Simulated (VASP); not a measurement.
Set up this calculation in VASP 6.6.1, as the native input.

- Task: single point
- Functional: PBEsol
- Potentials or basis: VASP PAW PBE potentials, release 64 (Yb)
- Cutoff: 520 eV
- k mesh: 9 × 9 × 9
- Occupations: fermi-dirac, width 0.05 eV
- Spin: collinear spin, ferromagnetic start
- Starting moments: [1.0] μB
- Dipole correction: no
- Further INCAR settings: ALGO = Fast; EDIFF = 1e-07; NBANDS = 22

The structure of Yb lies in POSCAR:

```
Yb
1.0
   -2.1224053409      2.1224053409      2.1224053409
    2.1224053409     -2.1224053409      2.1224053409
    2.1224053409      2.1224053409     -2.1224053409
Yb
1
Direct
    0.0000000000      0.0000000000      0.0000000000
```

One way to write it, as run:

INCAR

```
SYSTEM = Yb
  PREC = Accurate
  ENCUT = 520
  EDIFF = 1E-7
  ISMEAR = -1
  SIGMA = 0.05
  LREAL = .FALSE.
  LASPH = .TRUE.
  NELM = 150
  ALGO = Fast
  ISIF = 2
  LWAVE = .FALSE.
  LCHARG = .TRUE.
  ISPIN = 2
  MAGMOM = 1
  LORBIT = 11
  LMAXMIX = 6
  GGA = PS
  LELF = .TRUE.
  LVHAR = .TRUE.
  NBANDS = 22
```

KPOINTS

```
Automatic mesh
0
G
  9 9 9
  0 0 0
```

Potentials or basis: VASP PAW PBE potentials, release 64 (Yb).

Run with:

```sh
$ cat potpaw_PBE.64/Yb/POTCAR > POTCAR
$ mpirun -np 1 vasp_std > vasp.out
```

It gave:

| Item | Value |
| --- | --- |
| Pressure | -3.1 GPa |
| Band gap on the k mesh | zero (filled and empty bands overlap) |
| Net moment | 0.00 μB per cell |
| Valence electrons inside the program's atomic spheres | Yb 22.07 |

Caveat: the PAW data sets were made with another functional, which shifts forces and pressure a little; spin-orbit coupling is left out, which moves the levels of the heavy elements.

It took 6.4 min on 1 thread of Intel(R) Xeon(R) Platinum 8259CL CPU @ 2.50GHz (Skylake/Cascade Lake), with other jobs on the host, peak memory 0.22 GiB.
